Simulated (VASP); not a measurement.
The system is Li.

```
Li
1.0
     2.88375   -1.90594    0.00000
     2.88375    1.90594    0.00000
     0.00000    0.00000    7.77481
Li
4
Direct
  0.85000 0.15000 0.11700
  0.65000 0.35000 0.61700
  0.15000 0.85000 0.88300
  0.35000 0.65000 0.38300
```

| Item | Value |
| --- | --- |
| Program | VASP 6.6.1 |
| Task | relaxation of cell and atoms |
| Functional | PBEsol |
| Potentials or basis | VASP PAW PBE potentials, release 64 (Li_sv) |
| Cutoff | 600 eV |
| k mesh | 6 × 6 × 2 |
| Occupations | gaussian, width 0.1 eV |
| Spin | no spin polarisation |

At the start: pressure -0.4 GPa; volume 21.37 Å³/atom.

Task: How do energy, volume and symmetry change on relaxing?

Result: Over 17 steps the energy falls by 203.9 meV/atom and the volume is 19.79 Å³/atom (-7.4 %); space group Cmce (No. 64, to 0.05 Å).

The path:
```tsv
step	energy change (eV)	largest force (eV/Å)	pressure (GPa)	volume (Å³)
1	0.0000	0.9972	-0.37	85.46
2	-0.3447	0.6260	-0.55	84.75
3	-0.6360	0.2209	-0.42	82.91
4	-0.6723	0.1954	-0.23	82.02
5	-0.6961	0.2597	0.02	80.89
6	-0.6494	0.4678	0.68	78.25
7	-0.6946	0.2941	0.10	80.53
8	-0.7298	0.2331	-0.06	80.71
9	-0.7874	0.0735	-0.56	81.10
10	-0.7876	0.0669	-0.58	81.11
11	-0.7968	0.0523	-0.10	78.81
12	-0.7980	0.0496	0.15	77.66
13	-0.8001	0.0484	0.14	77.86
14	-0.8051	0.0458	0.05	78.45
15	-0.8087	0.0690	-0.10	79.62
16	-0.8114	0.0530	-0.08	79.50
17	-0.8155	0.0092	0.00	79.15
```

Final structure:
```xyz
4
Lattice="2.2767 -1.8651 0.0000 2.2767 1.8651 0.0000 0.0000 0.0000 9.3194" Properties=species:S:1:pos:R:3 pbc="T T T"
Li    2.2767   -0.9578    1.1638
Li    2.2767   -0.9073    5.8235
Li    2.2767    0.9578    8.1556
Li    2.2767    0.9073    3.4959
```

Caveat: the k points lie up to 0.36 Å⁻¹ apart in the final cell; the cutoff is under 1.25 times the usual one of these potentials, so pressure, stress and relaxed cells hold a basis-set (Pulay) error; the PAW data sets were made with another functional, which shifts forces and pressure a little.
